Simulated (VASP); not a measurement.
# NaCl (Pm-3m) in VASP: further runs, part 2 of 2

VASP 6.6.1.

**4. Single point, r2SCAN**

Input file POSCAR:

```
NaCl
1.0
    3.4605607326      0.0000000000      0.0000000000
    0.0000000000      3.4605607326      0.0000000000
    0.0000000000      0.0000000000      3.4605607326
Na Cl
1 1
Direct
    0.0000000000      0.0000000000      0.0000000000
    0.5000000000      0.5000000000      0.5000000000
```

Input file INCAR.step1:

```
SYSTEM = NaCl
ALGO = Normal
EDIFF = 1E-5
ENCUT = 550
GGA = PE
GGA_COMPAT = .False.
ISMEAR = -1
LASPH = .True.
LCHARG = .False.
LREAL = .False.
LWAVE = .True.
NBANDS = 14
NELM = 120
PREC = Accurate
SIGMA = 0.01
```

Input file INCAR.step2:

```
SYSTEM = NaCl
ALGO = Normal
EDIFF = 1E-6
ENCUT = 550
GGA_COMPAT = .False.
ISIF = 2
ISMEAR = -1
ISTART = 1
LASPH = .True.
LCHARG = .True.
LELF = .True.
LMIXTAU = .True.
LREAL = .False.
LVHAR = .True.
LWAVE = .False.
METAGGA = R2SCAN
NBANDS = 14
NELM = 120
PREC = Accurate
SIGMA = 0.01
```

Input file KPOINTS:

```
k-points
0
Gamma
  6 6 6
  0 0 0
```

Potentials or basis: VASP PAW PBE potentials, release 64 (Na_pv, Cl).

Command:

```console
$ cat potpaw_PBE.64/Na_pv/POTCAR potpaw_PBE.64/Cl/POTCAR > POTCAR
$ cp INCAR.step1 INCAR
$ mpirun -np 1 vasp_std > vasp.out
$ cp INCAR.step2 INCAR
$ mpirun -np 1 vasp_std > vasp.out
```

OUTCAR:

```text
SYSTEM = NaCl
   EDIFF = 1E-6
   ENCUT = 550
   ISIF = 2
   ISMEAR = -1
   ISTART = 1
   LASPH = .True.
   LREAL = .False.
   METAGGA = R2SCAN
   NELM = 120
   PREC = Accurate

 ion  position               nearest neighbor table
   1  0.000  0.000  0.000-
   2  0.500  0.500  0.500-

  LATTYP: Found a simple cubic cell.
 ALAT       =     3.4605607326

  Lattice vectors:

 A1 = (   3.4605607326,   0.0000000000,   0.0000000000)
 A2 = (   0.0000000000,   3.4605607326,   0.0000000000)
 A3 = (   0.0000000000,   0.0000000000,   3.4605607326)

Analysis of symmetry for initial positions (statically):
=====================================================================
 Subroutine PRICEL returns:
 Original cell was already a primitive cell.

 Routine SETGRP: Setting up the symmetry group for a
 simple cubic supercell.

 Subroutine GETGRP returns: Found 48 space group operations
 (whereof 48 operations were pure point group operations)
 out of a pool of 48 trial point group operations.

The static configuration has the point symmetry O_h .

[... 165 lines left out ...]
      2     -22.5061      2.00000
      3     -22.5061      2.00000
      4     -13.8006      2.00000
      5      -0.2439      2.00000
      6      -0.2439      2.00000
      7      -0.2439      2.00000
      8       5.2389      0.00000
      9       9.4317      0.00000
     10       9.4317      0.00000
     11      17.0887      0.00000
     12      17.0887      0.00000
     13      17.0887      0.00000
     14      17.5998      0.00000
[... 309 lines left out ...]
      1     -22.5338      2.00000
      2     -22.5338      2.00000
      3     -22.5338      2.00000
      4     -12.7872      2.00000
      5      -1.7207      2.00000
      6      -1.7207      2.00000
      7      -1.7207      2.00000
      8       8.0432      0.00000
      9       8.0432      0.00000
     10       8.0432      0.00000
     11      13.5690      0.00000
     12      17.6295      0.00000
     13      17.6295      0.00000
     14      17.6295      0.00000

------------------------ aborting loop because EDIFF is reached ----------------------------------------

  FORCE on cell =-STRESS in cart. coord.  units (eV):
  Direction    XX          YY          ZZ          XY          YZ          ZX
  --------------------------------------------------------------------------------------
  -------------------------------------------------------------------------------------
  Total       -0.0738488     -0.0738488     -0.0738488     -0.0000000      0.0000000     -0.0000000
  in kB       -2.8550567     -2.8550567     -2.8550567     -0.0000000      0.0000000     -0.0000000
  external PRESSURE =      -2.8550567 kB  Pullay stress =       0.0000000 kB

 VOLUME and BASIS-vectors are now :
 -----------------------------------------------------------------------------
  energy-cutoff  :      550.00
  volume of cell :       41.44
      direct lattice vectors                 reciprocal lattice vectors
     3.460560733  0.000000000  0.000000000     0.288970510  0.000000000  0.000000000
     0.000000000  3.460560733  0.000000000     0.000000000  0.288970510  0.000000000
     0.000000000  0.000000000  3.460560733     0.000000000  0.000000000  0.288970510

 POSITION                                       TOTAL-FORCE (eV/Angst)
 -----------------------------------------------------------------------------------
      0.00000      0.00000      0.00000         0.000000      0.000000      0.000000
      1.73028      1.73028      1.73028         0.000000      0.000000      0.000000
 -----------------------------------------------------------------------------------
    total drift:                               -0.000000      0.000000      0.000000

  FREE ENERGIE OF THE ION-ELECTRON SYSTEM (eV)
  ---------------------------------------------------
  free  energy   TOTEN  =       -13.4664259172 eV

  energy  without entropy=      -13.4664259172  energy(sigma->0) =      -13.46642592
```

OUTCAR.step1:

```text
SYSTEM = NaCl
   EDIFF = 1E-5
   ENCUT = 550
   GGA = PE
   ISMEAR = -1
   LASPH = .True.
   LREAL = .False.
[... 553 lines left out ...]
      0.00000      0.00000      0.00000         0.000000      0.000000      0.000000
      1.73028      1.73028      1.73028         0.000000      0.000000      0.000000
 -----------------------------------------------------------------------------------
    total drift:                               -0.000000      0.000000      0.000000

  FREE ENERGIE OF THE ION-ELECTRON SYSTEM (eV)
  ---------------------------------------------------
  free  energy   TOTEN  =        -6.4628084470 eV

  energy  without entropy=       -6.4628084470  energy(sigma->0) =       -6.46280845
```

It took 44 s on 1 thread of Intel Xeon 8259CL, shared host; peak memory 0.16 GiB.

What came out:

* Free energy: -13.4664 eV
* Pressure: -0.3 GPa
* Band gap on the k mesh: 4.95 eV (least direct gap 5.48 eV)

Levels at points of the mesh, in eV from the valence-band top:
| k point | band 3 | band 4 | band 5 | band 6 | band 7 | band 8 | band 9 | band 10 | band 11 | band 12 |
| --- | --- | --- | --- | --- | --- | --- | --- | --- | --- | --- |
| (0.00, 0.00, 0.00) | -22.80 | -14.09 | -0.54 | -0.54 | -0.54 | 4.95 | 9.14 | 9.14 | 16.80 | 16.80 |
| (0.50, 0.00, 0.00) | -22.79 | -13.69 | -3.12 | -0.29 | -0.29 | 7.82 | 9.78 | 11.25 | 12.72 | 12.72 |
| (0.50, 0.50, 0.00) | -22.79 | -13.39 | -2.44 | -2.44 | 0.00 | 6.24 | 10.73 | 12.19 | 12.19 | 13.31 |
| (0.50, 0.50, 0.50) | -22.83 | -13.08 | -2.01 | -2.01 | -2.01 | 7.75 | 7.75 | 7.75 | 13.28 | 17.34 |

Caveat: the PAW data sets were made with another functional, which shifts forces and pressure a little. r2SCAN opens gaps a little over a GGA but as a rule still falls short of measured ones.

**5. Summary**

```tsv
level	smearing	gap on the mesh (eV)	pressure (GPa)
r2SCAN+D3(BJ)	gaussian 0.05 eV	4.95	-1.2
r2SCAN	gaussian 0.05 eV	4.95	-0.3
r2SCAN	fermi-dirac 0.01 eV	4.95	-0.3
```

Alike in all rows: task single point; potentials or basis VASP PAW PBE potentials, release 64 (Na_pv, Cl); no spin polarisation; cell as given; k mesh 6 × 6 × 6; cutoff (eV) 550.

The pressure there spans -1.2 GPa (r2SCAN+D3(BJ)) to -0.3 GPa (r2SCAN); a positive pressure means that this level wants a larger cell, a negative one a smaller.

Caveats: the PAW data sets were made with another functional, which shifts forces and pressure a little; three body term missing (at least some runs).

Total energies depend on the potentials used, so only differences within one code and one set of settings carry meaning.
